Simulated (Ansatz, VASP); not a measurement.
**Two plane-wave programs on GaN**

```
CELL_PARAMETERS angstrom
2.26019 2.26019 0.00000
-2.26019 2.26019 0.00000
0.00000 2.26019 2.23681
ATOMIC_POSITIONS crystal
Ga 0.00000 0.00000 0.00000
N 0.25000 0.75000 0.50000
```

Change from the starting cell: film at in-plane strain +0.005.

Alike in both runs: task single point; functional r2SCAN; k mesh 10 × 10 × 10; no spin polarisation.

|  | VASP | Ansatz |
| --- | --- | --- |
| version | VASP 6.6.1 | Ansatz 0.2.0 |
| potentials or method | VASP PAW PBE potentials, release 64 (Ga_d, N) | PAW with Ansatz's default frozen-core files, scalar-relativistic |
| plane-wave cutoff (eV) | 520 | 500 |
| occupations | gaussian, width 0.01 eV | fixed |
| valence electrons in the cell | 18 | 18 |

Ansatz gave:

| Quantity | Value |
| --- | --- |
| gap on the k mesh at the Fermi level (eV) | 2.11 |
| pressure (GPa) | -0.9 |
| traceless stress, the component that is largest in VASP (GPa) | 0.89 |

Which values does VASP return?

gap on the k mesh at the Fermi level (eV): 2.10; pressure (GPa): 0.2; traceless stress, the component that is largest in VASP (GPa): 0.89.

VASP's potentials were made for PBE, not for r2SCAN.
